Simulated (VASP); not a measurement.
Wanted: the native input for a VASP 6.6.1 run.

```
Task                   : single point
Functional             : PBEsol
Potentials or basis    : VASP PAW PBE potentials, release 64 (Ru_pv, Au)
Cutoff                 : 500 eV
k mesh                 : 8 × 8 × 8
Occupations            : fermi-dirac, width 0.05 eV
Spin                   : no spin polarisation
Dipole correction      : no
Further INCAR settings : ALGO = Normal; EDIFF = 1e-06; NBANDS = 20
```

The structure of RuAu lies in POSCAR:

```
RuAu
1.0
    3.0228506310      0.0000000000      0.0000000000
    0.0000000000      3.0228506310      0.0000000000
    0.0000000000      0.0000000000      3.0228506310
Ru Au
1 1
Direct
    0.0000000000      0.0000000000      0.0000000000
    0.5000000000      0.5000000000      0.5000000000
```

These files were run (other wordings do the same):

INCAR

```
PREC     = Accurate       # precision mode
ENCUT    = 500            # plane-wave cutoff, eV
EDIFF    = 1E-6           # SCF threshold, eV
ISMEAR   = -1             # smearing method
SIGMA    = 0.05           # smearing width, eV
LREAL    = F              # projectors in reciprocal space
LASPH    = T              # aspherical terms in the spheres
NELM     = 120            # most SCF steps
ALGO     = Normal         # electronic algorithm
ISIF     = 2              # what is computed and relaxed
LWAVE    = F              # write WAVECAR
LCHARG   = F              # write CHGCAR
GGA      = PS             # functional
NBANDS   = 20             # bands
GGA_COMPAT= F
```

KPOINTS

```
Automatic mesh
0
Gamma
  8 8 8
```

Potentials or basis: VASP PAW PBE potentials, release 64 (Ru_pv, Au).

Run with:

```sh
$ cat potpaw_PBE.64/Ru_pv/POTCAR potpaw_PBE.64/Au/POTCAR > POTCAR
$ mpirun -np 1 vasp_std > vasp.out
```

Results of the run:

```
Pressure : 29.7 GPa
```

Caveat: the PAW data sets were made with another functional, which shifts forces and pressure a little.

Run time: 7.7 s on 1 thread of Intel(R) Xeon(R) Platinum 8559C (Emerald Rapids), on a shared host, peak memory 0.14 GiB.
